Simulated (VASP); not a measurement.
A run of VASP 6.6.1:

File INCAR:

```
SYSTEM = Ir2O
ALGO = Normal
EDIFF = 1E-6
EDIFFG = -0.01
ENCUT = 600
GGA = PE
IBRION = 2
ISIF = 3
ISMEAR = 0
LASPH = .TRUE.
LCHARG = .FALSE.
LREAL = .FALSE.
LWAVE = .FALSE.
NELM = 100
NSW = 100
PREC = Accurate
SIGMA = 0.1
```

KPOINTS

```
k-points
0
G
  12 12 18
  0 0 0
```

File POSCAR:

```
Ir2O
1.0
    4.2249052683      0.0000000000      0.0000000000
   -2.1124526341      3.6588752909      0.0000000000
    0.0000000000      0.0000000000      2.6542260724
Ir O
2 1
Direct
    0.3333333333      0.6666666667      0.5000000000
    0.6666666667      0.3333333333      0.5000000000
    0.0000000000      0.0000000000      0.0000000000
```

Potentials or basis: VASP PAW PBE potentials, release 64 (Ir, O).

Launch:

```sh
$ cat potpaw_PBE.64/Ir/POTCAR potpaw_PBE.64/O/POTCAR > POTCAR
$ mpirun -np 1 vasp_std > vasp.out
```

Hardware: 1 thread of Intel(R) Xeon(R) 6975P-C (Granite Rapids), on a shared host.

Problem. How long does it take, and how much memory?

Solution. Run time: 2.5 min on 1 thread of Intel(R) Xeon(R) 6975P-C (Granite Rapids), on a shared host, peak memory 0.3 GiB. Counts: scf iterations 43, k points 190, ion steps 5.
